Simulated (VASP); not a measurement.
# Ta (Pm-3n) in VASP: further runs

Ta is run at these levels: PBE; tasks: single point, relaxation of cell and atoms.

Everything below comes from runs of VASP 6.6.1. Logs are shortened: lines on timing, memory, paths and dates and some standing lists are left out, and cuts for length are marked.

## 1. The cell of the first run

The structure is cubic, space group Pm-3n (No. 223). The conventional cell has a = 5.309 Å, b = 5.309 Å, c = 5.309 Å, α = 90.00°, β = 90.00°, γ = 90.00°. Within 3.9 Å of Ta (site symmetry m-3) lie 12 Ta at 2.97 Å. Ta (site symmetry -4m2) has 14 Ta at 2.65 to 3.25 Å within 3.5 Å.

## 2. Single point, PBE

The input, INCAR:

```
SYSTEM = Ta
ALGO = Normal
EDIFF = 1E-6
ENCUT = 520
GGA = PE
ISIF = 2
ISMEAR = -1
LASPH = .TRUE.
LCHARG = .FALSE.
LREAL = .FALSE.
LWAVE = .FALSE.
NBANDS = 54
NELM = 60
PREC = Accurate
SIGMA = 0.1
```

The input, KPOINTS:

```
k-points
0
G
  5 5 5
  0 0 0
```

The input, POSCAR:

```
Ta
1.0
    5.3092750004      0.0000000000      0.0000000000
    0.0000000000      5.3092750004      0.0000000000
    0.0000000000      0.0000000000      5.3092750004
Ta
8
Direct
    0.0000000000      0.0000000000      1.0000000000
    0.5000000000      0.5000000000      0.5000000000
    0.2500000000      0.0000000000      0.5000000000
    0.7500000000      1.0000000000      0.5000000000
    0.5000000000      0.2500000000      1.0000000000
    0.5000000000      0.7500000000      1.0000000000
    1.0000000000      0.5000000000      0.2500000000
    1.0000000000      0.5000000000      0.7500000000
```

Potentials or basis: VASP PAW PBE potentials, release 64 (Ta_pv).

Started as:

```sh
$ cat potpaw_PBE.64/Ta_pv/POTCAR > POTCAR
$ mpirun -np 1 vasp_std > vasp.out
```

OUTCAR:

```text
SYSTEM = Ta
   EDIFF = 1E-6
   ENCUT = 520
   GGA = PE
   ISIF = 2
   ISMEAR = -1
   LASPH = .TRUE.
   LREAL = .FALSE.
   NELM = 60
   PREC = Accurate

 ion  position               nearest neighbor table
   1  0.000  0.000  0.000-   3 2.97   4 2.97   5 2.97   6 2.97   7 2.97   8 2.97   3 2.97   4 2.97
                             7 2.97   8 2.97   5 2.97   6 2.97
   2  0.500  0.500  0.500-   3 2.97   4 2.97   5 2.97   6 2.97   7 2.97   8 2.97   5 2.97   6 2.97
                             3 2.97   4 2.97   7 2.97   8 2.97
   3  0.250  0.000  0.500-   4 2.65   4 2.65   1 2.97   1 2.97   2 2.97   2 2.97   8 3.25   7 3.25
                             8 3.25   7 3.25   6 3.25   5 3.25   5 3.25   6 3.25
   4  0.750  0.000  0.500-   3 2.65   3 2.65   1 2.97   1 2.97   2 2.97   2 2.97   8 3.25   7 3.25
                             8 3.25   7 3.25   6 3.25   5 3.25   5 3.25   6 3.25
   5  0.500  0.250  0.000-   6 2.65   6 2.65   1 2.97   2 2.97   2 2.97   1 2.97   8 3.25   7 3.25
                             7 3.25   8 3.25   3 3.25   4 3.25   3 3.25   4 3.25
   6  0.500  0.750  0.000-   5 2.65   5 2.65   1 2.97   2 2.97   2 2.97   1 2.97   8 3.25   7 3.25
                             7 3.25   8 3.25   3 3.25   4 3.25   3 3.25   4 3.25
   7  0.000  0.500  0.250-   8 2.65   8 2.65   1 2.97   2 2.97   1 2.97   2 2.97   3 3.25   4 3.25
                             5 3.25   3 3.25   4 3.25   6 3.25   5 3.25   6 3.25
   8  0.000  0.500  0.750-   7 2.65   7 2.65   1 2.97   2 2.97   1 2.97   2 2.97   3 3.25   4 3.25
                             5 3.25   3 3.25   4 3.25   6 3.25   5 3.25   6 3.25

  LATTYP: Found a simple cubic cell.
 ALAT       =     5.3092750004

  Lattice vectors:

 A1 = (   5.3092750004,   0.0000000000,   0.0000000000)
 A2 = (   0.0000000000,   5.3092750004,   0.0000000000)
 A3 = (   0.0000000000,   0.0000000000,   5.3092750004)

Analysis of symmetry for initial positions (statically):
=====================================================================
 Subroutine PRICEL returns:
 Original cell was already a primitive cell.

 Routine SETGRP: Setting up the symmetry group for a
 simple cubic supercell.

 Subroutine GETGRP returns: Found 48 space group operations
 (whereof 24 operations were pure point group operations)
 out of a pool of 48 trial point group operations.

The static configuration has the point symmetry T_h .
 The point group associated with its full space group is O_h .

Analysis of symmetry for dynamics (positions and initial velocities):
=====================================================================
 Subroutine PRICEL returns:
 Original cell was already a primitive cell.

 Routine SETGRP: Setting up the symmetry group for a
 simple cubic supercell.

 Subroutine GETGRP returns: Found 48 space group operations
 (whereof 24 operations were pure point group operations)
 out of a pool of 48 trial point group operations.

The dynamic configuration has the point symmetry T_h .
 The point group associated with its full space group is O_h .

 Subroutine INISYM returns: Found 48 space group operations
 (whereof 24 operations are pure point group operations),
 and found     1 'primitive' translations

----------------------------------------------------------------------------------------

                                     Primitive cell

  volume of cell :     149.6600

  direct lattice vectors                    reciprocal lattice vectors
     5.309275000  0.000000000  0.000000000     0.188349633  0.000000000  0.000000000
     0.000000000  5.309275000  0.000000000     0.000000000  0.188349633  0.000000000
     0.000000000  0.000000000  5.309275000     0.000000000  0.000000000  0.188349633

  length of vectors
     5.309275000  5.309275000  5.309275000     0.188349633  0.188349633  0.188349633

  position of ions in fractional coordinates (direct lattice)
     0.000000000  0.000000000  0.000000000
     0.500000000  0.500000000  0.500000000
     0.250000000  0.000000000  0.500000000
     0.750000000  0.000000000  0.500000000
     0.500000000  0.250000000  0.000000000
     0.500000000  0.750000000  0.000000000
     0.000000000  0.500000000  0.250000000
     0.000000000  0.500000000  0.750000000

  ion indices of the primitive-cell ions
   primitive index   ion index
                 1           1
                 2           2
                 3           3
                 4           4
                 5           5
                 6           6
                 7           7
                 8           8

----------------------------------------------------------------------------------------

 KPOINTS: k-points

Automatic generation of k-mesh.
 Grid dimensions read from file:
 generate k-points for:    5    5    5

 Generating k-lattice:

  Cartesian coordinates                     Fractional coordinates (reciprocal lattice)
     0.037669927  0.000000000  0.000000000     0.200000000  0.000000000  0.000000000
     0.000000000  0.037669927  0.000000000     0.000000000  0.200000000  0.000000000
     0.000000000  0.000000000  0.037669927     0.000000000  0.000000000  0.200000000

  Length of vectors
     0.037669927  0.037669927  0.037669927

  Shift w.r.t. Gamma in fractional coordinates (k-lattice)
     0.000000000  0.000000000  0.000000000

 Subroutine IBZKPT returns following result:
 ===========================================

 Found     10 irreducible k-points:

 Following reciprocal coordinates:
            Coordinates               Weight
  0.000000  0.000000  0.000000      1.000000
  0.200000  0.000000  0.000000      6.000000
  0.400000  0.000000  0.000000      6.000000
  0.200000  0.200000  0.000000     12.000000
  0.400000  0.200000  0.000000     24.000000
  0.400000  0.400000  0.000000     12.000000
  0.200000  0.200000  0.200000      8.000000
  0.400000  0.200000  0.200000     24.000000
  0.400000  0.400000  0.200000     24.000000
  0.400000  0.400000  0.400000      8.000000
   k-points           NKPTS =     10   k-points in BZ     NKDIM =     10   number of bands    NBANDS=     54
   number of dos      NEDOS =    301   number of ions     NIONS =      8
   total plane-waves  NPLWV =  64000
   dimension x,y,z NGX =    40 NGY =   40 NGZ =   40
   dimension x,y,z NGXF=    80 NGYF=   80 NGZF=   80
   ions per type =               8
   NGX,Y,Z   is equivalent  to a cutoff of  12.52, 12.52, 12.52 a.u.
   NGXF,Y,Z  is equivalent  to a cutoff of  25.05, 25.05, 25.05 a.u.
 SYSTEM =  Ta
   PREC   = accura    normal or accurate (medium, high low for compatibility)
   ISTART =      0    job   : 0-new  1-cont  2-samecut
   ICHARG =      2    charge: 1-file 2-atom 10-const
   ISPIN  =      1    spin polarized calculation?
   LNONCOLLINEAR =      F non collinear calculations
   LSORBIT =      F    spin-orbit coupling
   LASPH  =      T    aspherical Exc in radial PAW
   ENCUT  =  520.0 eV  38.22 Ry    6.18 a.u.   9.87  9.87  9.87*2*pi/ulx,y,z
   NELM   =     60;   NELMIN=  2; NELMDL= -5     # of ELM steps
   EDIFF  = 0.1E-05   stopping-criterion for ELM
   LREAL  =      F    real-space projection
   EDIFFG = 0.1E-04   stopping-criterion for IOM
   NSW    =      0    number of steps for IOM
   IBRION =     -1    ionic relax: 0-MD 1-quasi-New 2-CG
   NFREE  =      0    steps in history (QN), initial steepest desc. (CG)
   ISIF   =      2    stress and relaxation
   ISYM   =      2    0-nonsym 1-usesym 2-fastsym
   POTIM  = 0.5000    time-step for ionic-motion
   TEBEG  =    0.0;   TEEND  =   0.0 temperature during run
   PSTRESS=    0.0 pullay stress
   NELECT =      88.0000    total number of electrons
   NUPDOWN=      -1.0000    fix difference up-down
   EMIN   =  10.00;   EMAX   =-10.00  energy-range for DOS
   EFERMI =   0.00;   METHOD = LEGACY
   ISMEAR =    -1;   SIGMA  =   0.10  broadening in eV -4-tet -1-fermi 0-gaus
   EFERMI_NEDOS =   21; number of points for ismear=-14 and -15
   IALGO  =     38    algorithm
   IMIX   =      4    mixing-type and parameters
     AMIX     =   0.40;   BMIX     =  1.00
     AMIX_MAG =   1.60;   BMIX_MAG =  1.00
  volume/ion in A,a.u.               =      18.71       126.24
  Fermi-wavevector in a.u.,A,eV,Ry     =   1.371515  2.591787 25.593278  1.881053
  Thomas-Fermi vector in A             =   2.497205
   LORBIT       =      0    0 simple, 1 ext, 2 COOP (PROOUT), +10 PAW based schemes
   GGA     = PE    functional components
   LHFCALC =     F    Hartree Fock is set to
   AEXX    =    0.0000 exact exchange contribution
   IVDW    =     0    specifies the selected vdW correction
   LEPSILON=     F    determine dielectric tensor
   LRPA    =     F    only Hartree local field effects (RPA)
 non-spin polarized calculation
  energy-cutoff  :      520.00
  volume of cell :      149.66
 maximum number of plane-waves:      4048
 NGX is ok and might be reduce to    40
   NGX = 19   NGY = 19   NGZ = 19

 number of electron      87.9999967 magnetization

 Free energy of the ion-electron system (eV)
  ---------------------------------------------------
  ext. energy  EPLUGINS =         0.00000000
  ---------------------------------------------------
  free energy    TOTEN  =       -94.41576237 eV

  energy without entropy =      -94.16602366  energy(sigma->0) =      -94.29089302

 E-fermi :   5.2677     XC(G=0): -12.4219

 val. band max:        5.2585123190   @ k =   0.4000   0.4000   0.0000
 cond. band min:       5.3849550723   @ k =   0.0000   0.0000   0.0000
 fundamental gap:      0.1264427532
 Fermi energy:         5.2676712928

 k-point     1 :       0.0000    0.0000    0.0000
  band No.  band energies     occupation
      1     -29.3875      2.00000
      2     -29.3875      2.00000
      3     -29.2672      2.00000
      4     -29.0052      2.00000
      5     -29.0052      2.00000
      6     -29.0052      2.00000
[... 46 lines left out ...]
     53       8.2976      0.00000
     54       8.3287      0.00000

 k-point     2 :       0.2000    0.0000    0.0000
  band No.  band energies     occupation
      1     -29.3970      2.00000
      2     -29.3485      2.00000
      3     -29.1973      2.00000
      4     -28.9961      2.00000
      5     -28.9961      2.00000
      6     -28.9317      2.00000
[... 46 lines left out ...]
     53       8.2533      0.00000
     54       8.3190      0.00000

 k-point     3 :       0.4000    0.0000    0.0000
  band No.  band energies     occupation
      1     -29.3991      2.00000
      2     -29.3732      2.00000
      3     -28.9825      2.00000
      4     -28.9825      2.00000
      5     -28.8701      2.00000
      6     -28.8336      2.00000
[... 46 lines left out ...]
     53       8.0906      0.00000
     54       8.2920      0.00000

 k-point     4 :       0.2000    0.2000    0.0000
  band No.  band energies     occupation
      1     -29.3888      2.00000
      2     -29.2672      2.00000
      3     -29.1915      2.00000
      4     -28.9832      2.00000
      5     -28.9378      2.00000
      6     -28.9164      2.00000
[... 46 lines left out ...]
     53       8.0207      0.00000
     54       8.1776      0.00000

 k-point     5 :       0.4000    0.2000    0.0000
  band No.  band energies     occupation
      1     -29.4035      2.00000
      2     -29.2581      2.00000
      3     -28.9623      2.00000
      4     -28.9303      2.00000
      5     -28.9032      2.00000
      6     -28.8592      2.00000
[... 46 lines left out ...]
     53       8.0922      0.00000
     54       8.2988      0.00000

 k-point     6 :       0.4000    0.4000    0.0000
  band No.  band energies     occupation
      1     -29.4259      2.00000
      2     -28.9410      2.00000
      3     -28.9221      2.00000
      4     -28.9192      2.00000
      5     -28.8947      2.00000
      6     -28.8115      2.00000
[... 46 lines left out ...]
     53       8.1642      0.00000
     54       8.5595      0.00000

 k-point     7 :       0.2000    0.2000    0.2000
  band No.  band energies     occupation
      1     -29.2804      2.00000
      2     -29.2804      2.00000
      3     -29.1964      2.00000
      4     -28.9264      2.00000
      5     -28.9264      2.00000
      6     -28.9017      2.00000
[... 46 lines left out ...]
     53       8.2164      0.00000
     54       8.2173      0.00000

 k-point     8 :       0.4000    0.2000    0.2000
  band No.  band energies     occupation
      1     -29.2884      2.00000
      2     -29.2675      2.00000
      3     -28.9445      2.00000
      4     -28.9099      2.00000
      5     -28.9042      2.00000
      6     -28.8295      2.00000
[... 46 lines left out ...]
     53       8.0760      0.00000
     54       8.1269      0.00000

 k-point     9 :       0.4000    0.4000    0.2000
  band No.  band energies     occupation
      1     -29.3035      2.00000
      2     -28.9786      2.00000
      3     -28.9618      2.00000
      4     -28.8739      2.00000
      5     -28.8356      2.00000
      6     -28.8048      2.00000
[... 46 lines left out ...]
     53       8.4641      0.00000
     54       8.7226      0.00000

 k-point    10 :       0.4000    0.4000    0.4000
  band No.  band energies     occupation
      1     -29.0026      2.00000
      2     -29.0026      2.00000
      3     -28.9956      2.00000
      4     -28.8131      2.00000
      5     -28.8131      2.00000
      6     -28.7919      2.00000
[... 46 lines left out ...]
     53       8.6707      0.00000
     54       8.9702      0.00000

------------------------ aborting loop because EDIFF is reached ----------------------------------------

  FORCE on cell =-STRESS in cart. coord.  units (eV):
  Direction    XX          YY          ZZ          XY          YZ          ZX
  --------------------------------------------------------------------------------------
  -------------------------------------------------------------------------------------
  Total        0.0952121      0.0952121      0.0952121      0.0000000      0.0000000     -0.0000000
  in kB        1.0192885      1.0192885      1.0192885      0.0000000      0.0000000     -0.0000000
  external PRESSURE =       1.0192885 kB  Pullay stress =       0.0000000 kB

 VOLUME and BASIS-vectors are now :
 -----------------------------------------------------------------------------
  energy-cutoff  :      520.00
  volume of cell :      149.66
      direct lattice vectors                 reciprocal lattice vectors
     5.309275000  0.000000000  0.000000000     0.188349633  0.000000000  0.000000000
     0.000000000  5.309275000  0.000000000     0.000000000  0.188349633  0.000000000
     0.000000000  0.000000000  5.309275000     0.000000000  0.000000000  0.188349633

 POSITION                                       TOTAL-FORCE (eV/Angst)
 -----------------------------------------------------------------------------------
      0.00000      0.00000      0.00000        -0.000000      0.000000      0.000000
      2.65464      2.65464      2.65464        -0.000000      0.000000      0.000000
      1.32732      0.00000      2.65464         0.000000     -0.000000      0.000000
      3.98196      0.00000      2.65464        -0.000000      0.000000     -0.000000
      2.65464      1.32732      0.00000         0.000000      0.000000      0.000000
      2.65464      3.98196      0.00000        -0.000000     -0.000000     -0.000000
      0.00000      2.65464      1.32732        -0.000000      0.000000     -0.000000
      0.00000      2.65464      3.98196         0.000000     -0.000000      0.000000
 -----------------------------------------------------------------------------------
    total drift:                               -0.000000     -0.000000      0.000000

  FREE ENERGIE OF THE ION-ELECTRON SYSTEM (eV)
  ---------------------------------------------------
  free  energy   TOTEN  =       -94.4157623750 eV

  energy  without entropy=      -94.1660236620  energy(sigma->0) =      -94.29089302
```

It took 1.9 min on 1 thread of Intel Xeon 8259CL, shared host; peak memory 0.26 GiB.

Results:

- Free energy: -94.4158 eV
- Pressure: 0.1 GPa
- Band gap on the k mesh: zero (bands 44 and 45 overlap by 0.19 eV)

Caveat: spin-orbit coupling is left out, which moves the levels of the heavy elements.

(Continued in part 2 of 2.)
